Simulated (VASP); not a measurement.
# KF (Fm-3m) in VASP: a series of runs

Runs on KF. Level: LDA. Tasks: single point, relaxation of cell and atoms.

Everything below comes from runs of VASP 6.6.1. Logs are shortened: lines on timing, memory, paths and dates and some standing lists are left out, and cuts for length are marked.

### Step 1. The cell of the first run

Symmetry: Fm-3m, No. 225, cubic system. The conventional cell has a = 5.163 Å, b = 5.163 Å, c = 5.163 Å, α = 90.00°, β = 90.00°, γ = 90.00°. K (site symmetry m-3m) has 6 F at 2.58 Å within 3.4 Å. F (site symmetry m-3m) has 6 K at 2.58 Å within 3.4 Å.

### Step 2. Single point, LDA

INCAR reads:

```
SYSTEM = KF
PREC     = Accurate       ! precision mode
ENCUT    = 600            ! plane-wave cutoff, eV
EDIFF    = 1E-6           ! SCF threshold, eV
ISMEAR   = 0              ! smearing method
SIGMA    = 0.02           ! smearing width, eV
LREAL    = .FALSE.        ! projectors in reciprocal space
LASPH    = .TRUE.         ! aspherical terms in the spheres
NELM     = 120            ! most SCF steps
ALGO     = Normal         ! electronic algorithm
ISIF     = 2              ! what is computed and relaxed
LWAVE    = .FALSE.        ! write WAVECAR
LCHARG   = .FALSE.        ! write CHGCAR
GGA      = CA             ! functional
NBANDS   = 15             ! bands
GGA_COMPAT= .FALSE.
```

KPOINTS reads:

```
Automatic mesh
0
G
  6 6 6
  0 0 0
```

POSCAR reads:

```
KF
1.0
    0.0000000000      2.5815718612      2.5815718612
    2.5815718612      0.0000000000      2.5815718612
    2.5815718612      2.5815718612      0.0000000000
K F
1 1
Direct
    0.0000000000      0.0000000000      0.0000000000
    0.5000000000      0.5000000000      0.5000000000
```

Potentials or basis: VASP PAW LDA potentials, release 64 (K_sv, F).

Launch:

```
$ cat potpaw_LDA.64/K_sv/POTCAR potpaw_LDA.64/F/POTCAR > POTCAR
$ mpirun -np 1 vasp_std > vasp.out
```

OUTCAR:

```text
SYSTEM = KF
   PREC = Accurate
   ENCUT = 600
   EDIFF = 1E-6
   ISMEAR = 0
   LREAL = .FALSE.
   LASPH = .TRUE.
   NELM = 120
   ISIF = 2
   GGA = CA

 ion  position               nearest neighbor table
   1  0.000  0.000  0.000-   2 2.58   2 2.58   2 2.58   2 2.58   2 2.58   2 2.58
   2  0.500  0.500  0.500-   1 2.58   1 2.58   1 2.58   1 2.58   1 2.58   1 2.58

  LATTYP: Found a face centered cubic cell.
 ALAT       =     5.1631437224

  Lattice vectors:

 A1 = (   0.0000000000,   2.5815718612,   2.5815718612)
 A2 = (   2.5815718612,   0.0000000000,   2.5815718612)
 A3 = (   2.5815718612,   2.5815718612,   0.0000000000)

Analysis of symmetry for initial positions (statically):
=====================================================================
 Subroutine PRICEL returns:
 Original cell was already a primitive cell.

 Routine SETGRP: Setting up the symmetry group for a
 face centered cubic supercell.

 Subroutine GETGRP returns: Found 48 space group operations
 (whereof 48 operations were pure point group operations)
 out of a pool of 48 trial point group operations.

The static configuration has the point symmetry O_h .

Analysis of symmetry for dynamics (positions and initial velocities):
=====================================================================
 Subroutine PRICEL returns:
 Original cell was already a primitive cell.

 Routine SETGRP: Setting up the symmetry group for a
 face centered cubic supercell.

 Subroutine GETGRP returns: Found 48 space group operations
 (whereof 48 operations were pure point group operations)
 out of a pool of 48 trial point group operations.

The dynamic configuration has the point symmetry O_h .

 Subroutine INISYM returns: Found 48 space group operations
 (whereof 48 operations are pure point group operations),
 and found     1 'primitive' translations

----------------------------------------------------------------------------------------

                                     Primitive cell

  volume of cell :      34.4098

  direct lattice vectors                    reciprocal lattice vectors
     0.000000000  2.581571861  2.581571861    -0.193680450  0.193680450  0.193680450
     2.581571861  0.000000000  2.581571861     0.193680450 -0.193680450  0.193680450
     2.581571861  2.581571861  0.000000000     0.193680450  0.193680450 -0.193680450

  length of vectors
     3.650893938  3.650893938  3.650893938     0.335464380  0.335464380  0.335464380

  position of ions in fractional coordinates (direct lattice)
     0.000000000  0.000000000  0.000000000
     0.500000000  0.500000000  0.500000000

  ion indices of the primitive-cell ions
   primitive index   ion index
                 1           1
                 2           2

----------------------------------------------------------------------------------------

 KPOINTS: Automatic mesh

Automatic generation of k-mesh.
 Grid dimensions read from file:
 generate k-points for:    6    6    6

 Generating k-lattice:

  Cartesian coordinates                     Fractional coordinates (reciprocal lattice)
    -0.032280075  0.032280075  0.032280075     0.166666667  0.000000000  0.000000000
     0.032280075 -0.032280075  0.032280075     0.000000000  0.166666667  0.000000000
     0.032280075  0.032280075 -0.032280075     0.000000000  0.000000000  0.166666667

  Length of vectors
     0.055910730  0.055910730  0.055910730

  Shift w.r.t. Gamma in fractional coordinates (k-lattice)
     0.000000000  0.000000000  0.000000000

 Subroutine IBZKPT returns following result:
 ===========================================

 Found     16 irreducible k-points:

 Following reciprocal coordinates:
            Coordinates               Weight
  0.000000  0.000000  0.000000      1.000000
  0.166667  0.000000  0.000000      8.000000
  0.333333  0.000000  0.000000      8.000000
  0.500000  0.000000  0.000000      4.000000
  0.166667  0.166667  0.000000      6.000000
  0.333333  0.166667  0.000000     24.000000
[... 8 lines left out ...]
 -0.333333  0.333333  0.166667     24.000000
 -0.333333  0.500000  0.166667     12.000000
   k-points           NKPTS =     16   k-points in BZ     NKDIM =     16   number of bands    NBANDS=     15
   number of dos      NEDOS =    301   number of ions     NIONS =      2
   total plane-waves  NPLWV =  27000
   dimension x,y,z NGX =    30 NGY =   30 NGZ =   30
   dimension x,y,z NGXF=    60 NGYF=   60 NGZF=   60
   ions per type =               1   1
   NGX,Y,Z   is equivalent  to a cutoff of  13.66, 13.66, 13.66 a.u.
   NGXF,Y,Z  is equivalent  to a cutoff of  27.32, 27.32, 27.32 a.u.
 SYSTEM =  KF
   PREC   = accura    normal or accurate (medium, high low for compatibility)
   ISTART =      0    job   : 0-new  1-cont  2-samecut
   ICHARG =      2    charge: 1-file 2-atom 10-const
   ISPIN  =      1    spin polarized calculation?
   LNONCOLLINEAR =      F non collinear calculations
   LSORBIT =      F    spin-orbit coupling
   LASPH  =      T    aspherical Exc in radial PAW
   ENCUT  =  600.0 eV  44.10 Ry    6.64 a.u.   7.29  7.29  7.29*2*pi/ulx,y,z
   NELM   =    120;   NELMIN=  2; NELMDL= -5     # of ELM steps
   EDIFF  = 0.1E-05   stopping-criterion for ELM
   LREAL  =      F    real-space projection
   EDIFFG = 0.1E-04   stopping-criterion for IOM
   NSW    =      0    number of steps for IOM
   IBRION =     -1    ionic relax: 0-MD 1-quasi-New 2-CG
   NFREE  =      0    steps in history (QN), initial steepest desc. (CG)
   ISIF   =      2    stress and relaxation
   ISYM   =      2    0-nonsym 1-usesym 2-fastsym
   POTIM  = 0.5000    time-step for ionic-motion
   TEBEG  =    0.0;   TEEND  =   0.0 temperature during run
   PSTRESS=    0.0 pullay stress
   NELECT =      16.0000    total number of electrons
   NUPDOWN=      -1.0000    fix difference up-down
   EMIN   =  10.00;   EMAX   =-10.00  energy-range for DOS
   EFERMI =   0.00;   METHOD = LEGACY
   ISMEAR =     0;   SIGMA  =   0.02  broadening in eV -4-tet -1-fermi 0-gaus
   EFERMI_NEDOS =   21; number of points for ismear=-14 and -15
   IALGO  =     38    algorithm
   IMIX   =      4    mixing-type and parameters
     AMIX     =   0.40;   BMIX     =  1.00
     AMIX_MAG =   1.60;   BMIX_MAG =  1.00
  volume/ion in A,a.u.               =      17.20       116.10
  Fermi-wavevector in a.u.,A,eV,Ry     =   1.268296  2.396732 21.885987  1.608575
  Thomas-Fermi vector in A             =   2.401398
   LORBIT       =      0    0 simple, 1 ext, 2 COOP (PROOUT), +10 PAW based schemes
   GGA     = CA    functional components
   LHFCALC =     F    Hartree Fock is set to
   AEXX    =    0.0000 exact exchange contribution
   IVDW    =     0    specifies the selected vdW correction
   LEPSILON=     F    determine dielectric tensor
   LRPA    =     F    only Hartree local field effects (RPA)
 non-spin polarized calculation
 Gauss-broadening in eV      SIGMA  =   0.02
  energy-cutoff  :      600.00
  volume of cell :       34.41
 maximum number of plane-waves:      1167
 NGX is ok and might be reduce to    30
   NGX = 15   NGY = 15   NGZ = 15

 number of electron      16.0000001 magnetization

 Free energy of the ion-electron system (eV)
  ---------------------------------------------------
  ext. energy  EPLUGINS =         0.00000000
  ---------------------------------------------------
  free energy    TOTEN  =        -9.07343052 eV

  energy without entropy =       -9.07343052  energy(sigma->0) =       -9.07343052

 E-fermi :  -2.8416     XC(G=0):  -9.6120

 val. band max:       -2.9286282839   @ k =   0.0000   0.0000   0.0000
 cond. band min:       3.4191064931   @ k =   0.0000   0.0000   0.0000
 fundamental gap:      6.3477347771
 Fermi energy:        -2.8416138506

 k-point     1 :       0.0000    0.0000    0.0000
  band No.  band energies     occupation
      1     -28.3081      2.00000
      2     -21.1980      2.00000
      3     -11.6826      2.00000
      4     -11.6826      2.00000
      5     -11.6826      2.00000
      6      -2.9286      2.00000
      7      -2.9286      2.00000
      8      -2.9286      2.00000
      9       3.4191      0.00000
     10       7.8503      0.00000
     11       7.8503      0.00000
     12       7.8503      0.00000
     13       9.7347      0.00000
     14       9.7347      0.00000
     15      14.0911      0.00000

 k-point     2 :       0.1667    0.0000    0.0000
  band No.  band energies     occupation
      1     -28.2666      2.00000
      2     -21.2410      2.00000
      3     -11.7730      2.00000
      4     -11.6939      2.00000
      5     -11.6939      2.00000
      6      -3.2182      2.00000
      7      -3.0500      2.00000
      8      -3.0500      2.00000
      9       4.2424      0.00000
     10       7.4145      0.00000
     11       8.2671      0.00000
     12       8.2671      0.00000
     13      10.0577      0.00000
     14      10.0577      0.00000
     15      15.5385      0.00000

 k-point     3 :       0.3333    0.0000    0.0000
  band No.  band energies     occupation
      1     -28.1815      2.00000
      2     -21.3293      2.00000
      3     -11.9505      2.00000
      4     -11.7157      2.00000
      5     -11.7157      2.00000
      6      -3.6952      2.00000
      7      -3.2825      2.00000
      8      -3.2825      2.00000
      9       5.8232      0.00000
     10       7.3088      0.00000
     11       9.1318      0.00000
     12       9.1318      0.00000
     13      11.0413      0.00000
     14      11.0413      0.00000
     15      15.8624      0.00000

 k-point     4 :       0.5000    0.0000    0.0000
  band No.  band energies     occupation
      1     -28.1380      2.00000
      2     -21.3746      2.00000
      3     -12.0377      2.00000
      4     -11.7263      2.00000
      5     -11.7263      2.00000
      6      -3.9019      2.00000
      7      -3.3943      2.00000
      8      -3.3943      2.00000
      9       6.2737      0.00000
     10       8.0664      0.00000
     11       9.5297      0.00000
     12       9.5297      0.00000
     13      12.0835      0.00000
     14      12.0835      0.00000
     15      14.3000      0.00000
[... 163 lines left out ...]
 k-point    14 :       0.5000    0.3333    0.1667
  band No.  band energies     occupation
      1     -28.1345      2.00000
      2     -21.3104      2.00000
      3     -12.1035      2.00000
      4     -12.0411      2.00000
      5     -11.7904      2.00000
      6      -3.5091      2.00000
      7      -3.2697      2.00000
      8      -3.0204      2.00000
      9       6.2801      0.00000
     10       6.7881      0.00000
     11       9.1739      0.00000
     12      10.4566      0.00000
     13      10.9170      0.00000
     14      12.2469      0.00000
     15      14.2083      0.00000

 k-point    15 :      -0.3333    0.3333    0.1667
  band No.  band energies     occupation
      1     -28.1083      2.00000
      2     -21.3174      2.00000
      3     -12.1973      2.00000
      4     -12.1381      2.00000
      5     -11.7843      2.00000
      6      -3.5143      2.00000
      7      -3.1698      2.00000
      8      -3.1338      2.00000
      9       6.7178      0.00000
     10       7.0763      0.00000
     11       8.9779      0.00000
     12      10.8097      0.00000
     13      11.5215      0.00000
     14      12.9098      0.00000
     15      13.3773      0.00000

 k-point    16 :      -0.3333    0.5000    0.1667
  band No.  band energies     occupation
      1     -28.0999      2.00000
      2     -21.2871      2.00000
      3     -12.3941      2.00000
      4     -12.1328      2.00000
      5     -11.8409      2.00000
      6      -3.3231      2.00000
      7      -3.0646      2.00000
      8      -3.0125      2.00000
      9       5.9090      0.00000
     10       7.9041      0.00000
     11       8.4642      0.00000
     12      11.1970      0.00000
     13      12.0080      0.00000
     14      12.9771      0.00000
     15      13.1884      0.00000

------------------------ aborting loop because EDIFF is reached ----------------------------------------

  FORCE on cell =-STRESS in cart. coord.  units (eV):
  Direction    XX          YY          ZZ          XY          YZ          ZX
  --------------------------------------------------------------------------------------
  -------------------------------------------------------------------------------------
  Total        0.0349546      0.0349546      0.0349546     -0.0000000      0.0000000      0.0000000
  in kB        1.6275420      1.6275420      1.6275420     -0.0000000      0.0000000      0.0000000
  external PRESSURE =       1.6275420 kB  Pullay stress =       0.0000000 kB

 VOLUME and BASIS-vectors are now :
 -----------------------------------------------------------------------------
  energy-cutoff  :      600.00
  volume of cell :       34.41
      direct lattice vectors                 reciprocal lattice vectors
     0.000000000  2.581571861  2.581571861    -0.193680450  0.193680450  0.193680450
     2.581571861  0.000000000  2.581571861     0.193680450 -0.193680450  0.193680450
     2.581571861  2.581571861  0.000000000     0.193680450  0.193680450 -0.193680450

 POSITION                                       TOTAL-FORCE (eV/Angst)
 -----------------------------------------------------------------------------------
      0.00000      0.00000      0.00000        -0.000000     -0.000000     -0.000000
      2.58157      2.58157      2.58157         0.000000      0.000000      0.000000
 -----------------------------------------------------------------------------------
    total drift:                                0.000000      0.000000      0.000000

  FREE ENERGIE OF THE ION-ELECTRON SYSTEM (eV)
  ---------------------------------------------------
  free  energy   TOTEN  =        -9.0734305198 eV

  energy  without entropy=       -9.0734305198  energy(sigma->0) =       -9.07343052
```

Wall time 8.6 s (1 thread of Intel Xeon 8259CL, shared host); peak memory 0.15 GiB.

What came out:

* Free energy: -9.0734 eV
* Pressure: 0.2 GPa
* Band gap on the k mesh: 6.35 eV

### Step 3. Relaxation of cell and atoms, LDA

This run uses another cell than the first one, of 19.07 Å³/atom.

INCAR reads:

```
ALGO = Normal ; EDIFF = 1E-7
EDIFFG = -0.02 ; ENCUT = 600
GGA_COMPAT = False ; IBRION = 2
ISIF = 3 ; ISMEAR = 0
LASPH = True ; LCHARG = False
LREAL = False ; LWAVE = False
NELM = 120 ; NELMIN = 4
NSW = 80 ; PREC = Accurate
SIGMA = 0.02
```

KPOINTS reads:

```
k-points
0
Gamma
  6 6 6
```

POSCAR reads:

```
KF
1.0
    0.0000000000      2.6718500000      2.6718500000
    2.6718500000      0.0000000000      2.6718500000
    2.6718500000      2.6718500000      0.0000000000
K F
1 1
Direct
    0.0000000000      0.0000000000      0.0000000000
    0.5000000000      0.5000000000      0.5000000000
```

Potentials or basis: VASP PAW LDA potentials, release 64 (K_sv, F).

Launch:

```
$ cat potpaw_LDA.64/K_sv/POTCAR potpaw_LDA.64/F/POTCAR > POTCAR
$ mpirun -np 1 vasp_std > vasp.out
```

Run time: 23 s. Hardware: 1 thread of Intel Xeon 8259CL, shared host; peak memory 0.16 GiB.

It converged, with:

```
Free energy                           : -9.0796 eV
Relaxed volume                        : 17.30 Å³/atom
Relaxed cell                          : a = 3.657 Å, b = 3.657 Å, c = 3.657 Å, α = 60.00°, β = 60.00°, γ = 60.00°
Space group after relaxing (to 0.1 Å) : Fm-3m (No. 225)
Energy gained by relaxing             : 21.8 meV/atom
Ionic steps                           : 3
Pressure after relaxing               : -0.1 GPa
Band gap on the k mesh                : 6.32 eV
```

The path:
```
step  energy change (eV)  largest force (eV/Å)  pressure (GPa)  volume (Å³)
   1              0.0000                0.0000           -3.44        38.15
   2             -0.0360                0.0000           -1.64        35.93
   3             -0.0436                0.0000           -0.13        34.59
```

Final structure:
```
K F
1.0
     0.00000    2.58616    2.58616
     2.58616    0.00000    2.58616
     2.58616    2.58616    0.00000
K F
1 1
Cartesian
  0.0000 0.0000 0.0000
  2.5862 2.5862 2.5862
```

Levels at points of the mesh, in eV from the valence-band top:
| k point | band 5 | band 6 | band 7 | band 8 | band 9 | band 10 | band 11 | band 12 |
| --- | --- | --- | --- | --- | --- | --- | --- | --- |
| (0.00, 0.00, 0.00) | -8.77 | 0.00 | 0.00 | 0.00 | 6.32 | 10.77 | 10.77 | 10.77 |
| (0.50, 0.00, 0.00) | -8.81 | -0.97 | -0.46 | -0.46 | 9.18 | 10.95 | 12.43 | 12.43 |
| (0.50, 0.50, 0.00) | -9.08 | -0.14 | -0.03 | -0.03 | 7.95 | 10.68 | 12.19 | 14.11 |
